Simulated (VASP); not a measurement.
InP: vibrations by perturbation theory with PBE

The system is InP.

```xyz
2
Lattice="0.0000 2.6412 2.6412 2.6412 0.0000 2.6412 2.6412 2.6412 0.0000" Properties=species:S:1:pos:R:3 pbc="T T T"
In    0.0000    0.0000    0.0000
P     2.6412    2.6412    2.6412
```

```
Program                : VASP 6.6.1
Task                   : vibrations by perturbation theory
Functional             : PBE
Potentials or basis    : VASP PAW PBE potentials, release 64 (In_d, P)
Cutoff                 : 520 eV
k mesh                 : 14 × 14 × 14
Occupations            : fermi-dirac, width 0.15 eV
Spin                   : no spin polarisation
Dipole correction      : no
Further INCAR settings : ALGO = Normal; EDIFF = 1e-08; NBANDS = 16; IBRION = 8; NSW = 1
```

```yaml
Highest_phonon_frequency_at_Γ_LO-TO_splitting_left_out: 232 cm⁻¹
```

Phonon frequencies in cm⁻¹ (negative: imaginary):
```tsv
q point	frequencies
(0.000, 0.000, 0.000)	0 0 0 232 232 232
```

It took 7.9 min on 1 thread of Intel Xeon 8259CL (shared host), peak memory 0.42 GiB.

Caveat: the cell stands under pressure or tension, which shifts response properties.
